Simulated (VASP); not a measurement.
A run of VASP 6.6.1 is set up as follows.

File INCAR:

```
SYSTEM = Co
PREC = Accurate
ENCUT = 520
EDIFF = 1E-7
ISMEAR = -1
SIGMA = 0.1
LREAL = .FALSE.
LASPH = .TRUE.
NELM = 150
ALGO = Normal
ISIF = 2
LWAVE = .FALSE.
LCHARG = .FALSE.
ISPIN = 2
MAGMOM = 1.97 1.97
LORBIT = 11
LMAXMIX = 4
GGA = PE
NBANDS = 20
```

KPOINTS

```
regular mesh
0
G
  7 14 14
  0 0 0
```

POSCAR

```
Co
1.0
    0.0000000000      3.5921000000      3.5921000000
    1.7960500000      0.0000000000      1.7960500000
    1.7960500000      1.7960500000      0.0000000000
Co
2
Direct
    0.0000000000      0.0000000000      0.0000000000
    0.5000000000      0.0000000000      0.0000000000
```

Potentials or basis: VASP PAW PBE potentials, release 64 (Co).

Command:

```sh
$ cat potpaw_PBE.64/Co/POTCAR > POTCAR
$ mpirun -np 1 vasp_std > vasp.out
```

(1) Predict the site moments.

(2) Predict the net moment.

## Answers

(1) Co +1.73 μB.

(2) 3.40 μB per cell.

Caveat: the cell stands under tension.
